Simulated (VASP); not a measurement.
# SiC (P1) in VASP: single point with PBE

Aim: the single point of SiC with PBE.

All numbers are computed with VASP 6.6.1; they aren't measurements. Logs are shortened: lines on timing, memory, paths and dates and some standing lists are left out, and cuts for length are marked.

## (1) The cell of the first run

The typed cell holds 20 atoms: a = 5.357 Å, b = 5.490 Å, c = 8.313 Å, α = 84.06°, β = 71.26°, γ = 71.62°.

## (2) Single point, PBE

INCAR

```
SYSTEM = SiC
  PREC = Accurate
  ENCUT = 520
  EDIFF = 1E-6
  ISMEAR = 0
  SIGMA = 0.02
  LREAL = Auto
  LASPH = .True.
  NELM = 60
  ALGO = Normal
  ISIF = 2
  LWAVE = .False.
  LCHARG = .False.
  GGA = PE
  NBANDS = 56
```

KPOINTS

```
regular mesh
0
Gamma
  7 7 4
  0 0 0
```

POSCAR

```
SiC
1.0
    2.2012610000      2.2049960000      4.3573360000
   -2.2807400000     -2.2885680000      4.4388620000
    6.6597240000     -4.4710480000      2.1812270000
C Si
10 10
Direct
    0.1552198057      0.9837230124      0.6420455521
    0.0821809380      0.5360916850      0.7982464643
    0.6210632688      0.9695162686      0.8131971466
    0.2886278042      0.4909033924      0.4131184360
    0.6900158424      0.4906546415      0.6086112755
    0.4932640428      0.5448465400      0.9938976012
    0.8914512767      0.5399236699      0.1971963210
    0.9608921278      0.8613883322      0.7945228703
    0.4198325601      0.8523880009      0.9708909029
    0.8174853844      0.8380980017      0.1742226286
    0.0328960788      0.9680618842      0.9826545511
    0.4475748835      0.9772995731      0.1705808618
    0.7857337839      0.9899635965      0.3736055584
    0.5420189288      0.8580799801      0.6279558759
    0.4684422821      0.3727520134      0.8072783613
    0.6637298229      0.4148930959      0.3968719555
    0.1880903433      0.8509639164      0.4290717830
    0.0614435290      0.3671868749      0.6123243139
    0.8640696754      0.4142807237      0.9988888365
    0.2682811384      0.4207802267      0.1966298435
```

Potentials or basis: VASP PAW PBE potentials, release 64 (C, Si).

Command:

```sh
> cat potpaw_PBE.64/C/POTCAR potpaw_PBE.64/Si/POTCAR > POTCAR
> mpirun -np 1 vasp_std > vasp.out
```

OUTCAR:

```text
SYSTEM = SiC
   PREC = Accurate
   ENCUT = 520
   EDIFF = 1E-6
   ISMEAR = 0
   LREAL = Auto
   LASPH = .True.
   NELM = 60
   ISIF = 2
   GGA = PE

 ion  position               nearest neighbor table
   1  0.155  0.984  0.642-   8 1.60  17 1.92  14 1.93  18 2.01
   2  0.082  0.536  0.798-   8 1.70  19 1.90  18 1.93  15 2.00
   3  0.621  0.970  0.813-   9 1.63   8 1.69  14 1.92  15 2.11
   4  0.289  0.491  0.413-  16 1.88  17 1.88  18 1.92  20 1.92
   5  0.690  0.491  0.609-  15 1.89  18 1.90  16 1.91  14 1.92
   6  0.493  0.545  0.994-   9 1.61  19 1.90  20 1.93  15 1.96
   7  0.891  0.540  0.197-  10 1.56  20 1.91  19 1.92  16 1.92
   8  0.961  0.861  0.795-   1 1.60   3 1.69   2 1.70  11 1.91
   9  0.420  0.852  0.971-   6 1.61   3 1.63  12 1.93  11 1.94
  10  0.817  0.838  0.174-   7 1.56  11 1.87  13 1.87  12 1.89
  11  0.033  0.968  0.983-  10 1.87   8 1.91   9 1.94  19 2.33  12 3.01  13 3.09  12 3.11
  12  0.448  0.977  0.171-  10 1.89   9 1.93  20 2.32  17 2.33  13 2.86  11 3.01  11 3.11
  13  0.786  0.990  0.374-  10 1.87  16 2.23  17 2.23  14 2.28  12 2.86  11 3.09
  14  0.542  0.858  0.628-   5 1.92   3 1.92   1 1.93  13 2.28  17 2.90  15 2.99  16 3.03
  15  0.468  0.373  0.807-   5 1.89   6 1.96   2 2.00   3 2.11  14 2.99  18 3.06  19 3.06  20 3.08
                            19 3.10  18 3.11
  16  0.664  0.415  0.397-   4 1.88   5 1.91   7 1.92  13 2.23  17 2.85  14 3.03  20 3.08  19 3.13
                            18 3.13  20 3.14
  17  0.188  0.851  0.429-   4 1.88   1 1.92  13 2.23  12 2.33  16 2.85  14 2.90  20 3.04  18 3.08
                            18 3.14
  18  0.061  0.367  0.612-   5 1.90   4 1.92   2 1.93   1 2.01  19 3.05  15 3.06  17 3.08  15 3.11
                            16 3.13  17 3.14
  19  0.864  0.414  0.999-   2 1.90   6 1.90   7 1.92  11 2.33  18 3.05  15 3.06  20 3.08  15 3.10
                            20 3.12  16 3.13
  20  0.268  0.421  0.197-   7 1.91   4 1.92   6 1.93  12 2.32  17 3.04  19 3.08  15 3.08  16 3.08
                            19 3.12  16 3.14

  LATTYP: Found a triclinic cell.
 ALAT       =    10.4256168982
 B/A-ratio  =     1.5101210814
 C/A-ratio  =     0.5266112549
 COS(alpha) =     0.0020350081
 COS(beta)  =     0.6091659194
 COS(gamma) =     0.7558794853

  Lattice vectors:

 A1 = (  -4.3789840000,   6.7596160000,  -6.6200890000)
 A2 = ( -11.1181870000,  11.1470920000,  -0.0051180000)
 A3 = (   2.2807400000,   2.2885680000,  -4.4388620000)

Analysis of symmetry for initial positions (statically):
=====================================================================
 Subroutine PRICEL returns:
 Original cell was already a primitive cell.

 Routine SETGRP: Setting up the symmetry group for a
 triclinic supercell.

 Subroutine GETGRP returns: Found  1 space group operations
 (whereof  1 operations were pure point group operations)
[... 164 lines left out ...]
   NUPDOWN=      -1.0000    fix difference up-down
   EMIN   =  10.00;   EMAX   =-10.00  energy-range for DOS
   EFERMI =   0.00;   METHOD = LEGACY
   ISMEAR =     0;   SIGMA  =   0.02  broadening in eV -4-tet -1-fermi 0-gaus
   EFERMI_NEDOS =   21; number of points for ismear=-14 and -15
   IALGO  =     38    algorithm
   IMIX   =      4    mixing-type and parameters
     AMIX     =   0.40;   BMIX     =  1.00
     AMIX_MAG =   1.60;   BMIX_MAG =  1.00
  volume/ion in A,a.u.               =      10.98        74.13
  Fermi-wavevector in a.u.,A,eV,Ry     =   1.169045  2.209174 18.594615  1.366666
  Thomas-Fermi vector in A             =   2.305523
   LORBIT       =      0    0 simple, 1 ext, 2 COOP (PROOUT), +10 PAW based schemes
   GGA     = PE    functional components
   LHFCALC =     F    Hartree Fock is set to
   AEXX    =    0.0000 exact exchange contribution
   IVDW    =     0    specifies the selected vdW correction
   LEPSILON=     F    determine dielectric tensor
   LRPA    =     F    only Hartree local field effects (RPA)
 non-spin polarized calculation
 Gauss-broadening in eV      SIGMA  =   0.02
  energy-cutoff  :      520.00
  volume of cell :      219.70
 maximum number of plane-waves:      5947
   NGX = 19   NGY = 21   NGZ = 31

 number of electron      80.0000000 magnetization

 Free energy of the ion-electron system (eV)
  ---------------------------------------------------
  ext. energy  EPLUGINS =         0.00000000
  ---------------------------------------------------
  free energy    TOTEN  =      -141.73749629 eV

  energy without entropy =     -141.73749629  energy(sigma->0) =     -141.73749629

 E-fermi :   8.7402     XC(G=0): -11.1338

 val. band max:        8.6526466658   @ k =   0.0000   0.0000   0.0000
 cond. band min:       8.9951060756   @ k =  -0.0000  -0.0000   0.5000
 fundamental gap:      0.3424594098
 Fermi energy:         8.7402051749

 k-point     1 :       0.0000    0.0000    0.0000
  band No.  band energies     occupation
      1      -8.1544      2.00000
      2      -6.5793      2.00000
      3      -6.0293      2.00000
      4      -5.0710      2.00000
      5      -4.2555      2.00000
      6      -3.9099      2.00000
[... 1309 lines left out ...]
     51      13.1763      0.00000
     52      13.3485      0.00000

 [... further k-points ...]

 [bands above 52 left out]

------------------------ aborting loop because EDIFF is reached ----------------------------------------

  FORCE on cell =-STRESS in cart. coord.  units (eV):
  Direction    XX          YY          ZZ          XY          YZ          ZX
  --------------------------------------------------------------------------------------
  -------------------------------------------------------------------------------------
  Total       -0.0895787     -0.3217243      0.0773531      0.0862900      0.0256419     -0.0033631
  in kB       -0.6532727     -2.3462454      0.5641147      0.6292890      0.1869991     -0.0245259
  external PRESSURE =      -0.8118011 kB  Pullay stress =       0.0000000 kB

 VOLUME and BASIS-vectors are now :
 -----------------------------------------------------------------------------
  energy-cutoff  :      520.00
  volume of cell :      219.70
      direct lattice vectors                 reciprocal lattice vectors
     2.201261000  2.204996000  4.357336000     0.067613959  0.157201291  0.115789972
    -2.280740000 -2.288568000  4.438862000    -0.110568771 -0.110230803  0.111639130
     6.659724000 -4.471048000  2.181227000     0.089941477 -0.089710756 -0.000039659

 POSITION                                       TOTAL-FORCE (eV/Angst)
 -----------------------------------------------------------------------------------
      2.37391     -4.77967      6.44340        -0.010057      0.025632      0.015925
      4.27432     -4.61467      4.47888         0.006797     -0.010865      0.000904
      4.57158     -4.48521      8.78350        -0.003068      0.028990     -0.018707
      2.26698     -2.33411      4.33781        -0.010094      0.027615     -0.024911
      4.45303     -2.32254      6.51210        -0.005150     -0.005481      0.002601
      6.46223     -4.60304      6.73573        -0.000717     -0.007316     -0.006535
[... 12 lines left out ...]
      7.60950     -3.50892      7.78278         0.003653      0.015033     -0.003378
      0.94037     -1.25057      3.46567         0.009190     -0.004594     -0.005115
 -----------------------------------------------------------------------------------
    total drift:                               -0.015735     -0.011800      0.010990

  FREE ENERGIE OF THE ION-ELECTRON SYSTEM (eV)
  ---------------------------------------------------
  free  energy   TOTEN  =      -141.7374962950 eV

  energy  without entropy=     -141.7374962950  energy(sigma->0) =     -141.73749629
```

Wall time 40 min (1 thread of Oxide Virtual Turin-like, shared host); peak memory 0.76 GiB.

What came out:

```yaml
Free_energy: -141.7375 eV
Pressure: -0.1 GPa
Largest_force: 0.057 eV/Å
Band_gap_on_the_k_mesh: 0.34 eV (least direct gap 0.59 eV)
```

Forces in eV/Å, atoms in the order of the input:
```
C   -0.010  0.026  0.016
C    0.007 -0.011  0.001
C   -0.003  0.029 -0.019
C   -0.010  0.028 -0.025
C   -0.005 -0.005  0.003
C   -0.001 -0.007 -0.007
C    0.010 -0.017 -0.022
C    0.035 -0.008  0.024
C    0.006  0.005 -0.013
C   -0.019 -0.031  0.027
Si  -0.004 -0.004 -0.014
Si   0.027 -0.050 -0.002
Si   0.016 -0.008  0.007
Si  -0.035  0.027  0.014
Si  -0.017 -0.021  0.008
Si   0.023  0.014  0.000
Si  -0.033  0.020  0.005
Si   0.002  0.004  0.005
Si   0.004  0.015 -0.003
Si   0.009 -0.005 -0.005
```

Stress tensor (GPa, compression positive):
```
-0.07  0.06  0.00
 0.06 -0.23  0.02
 0.00  0.02  0.06
```

Caveat: semilocal functionals underestimate gaps, and a narrow one can read as zero.
